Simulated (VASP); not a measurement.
Runs of VASP 6.6.1 on MgS. The structure is that of space group Fm-3m (No. 225), or close to it. The cells are those of the table. 

```csv
task,cell,cutoff (eV),smearing,gap on the mesh (eV),pressure (GPa)
single point,"a = 3.544 Å, angles 60.0°, 2 atoms",520,gaussian 0.02 eV,(a),11.9
single point,"a = 3.771 Å, angles 60.0°, 2 atoms",520,gaussian 0.02 eV,2.61,-4.1
single point,"a = 3.623 Å, angles 60.0°, 2 atoms",520,gaussian 0.02 eV,2.88,(b)
relaxation of cell and atoms,"relaxed from a = 3.700 Å, angles 60.0°, 2 atoms",600,gaussian 0.02 eV,2.75,0.1
```

Alike in all rows: level PBE; potentials or basis VASP PAW PBE potentials, release 64 (Mg, S); no spin polarisation; k mesh 8 × 8 × 8.

Q: Estimate the missing entries.

A: (a) 3.01; (b) 4.9.

A k mesh can miss the band edges.
